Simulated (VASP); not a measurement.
Input of a VASP 6.6.1 run:

The input INCAR:

```
PREC = Accurate ; ENCUT = 520
EDIFF = 1E-6 ; ISMEAR = 0
SIGMA = 0.05 ; LREAL = F
LASPH = T ; NELM = 100
ALGO = Fast ; ISIF = 2
LWAVE = F ; LCHARG = T
GGA = PE ; LELF = T
LVHAR = T ; NBANDS = 12
```

File KPOINTS:

```
Automatic mesh
0
Gamma
  22 22 22
```

The input POSCAR:

```
Cu
1.0
    0.0000000000      1.8145221757      1.8145221757
    1.8145221757      0.0000000000      1.8145221757
    1.8145221757      1.8145221757      0.0000000000
Cu
1
Direct
    0.0000000000      0.0000000000      0.0000000000
```

Potentials or basis: VASP PAW PBE potentials, release 64 (Cu).

The run is started by

```sh
$ cat potpaw_PBE.64/Cu/POTCAR > POTCAR
$ mpirun -np 1 vasp_std > vasp.out
```

(1) Estimate the pressure.

## Answers

(1) 0.6 GPa.
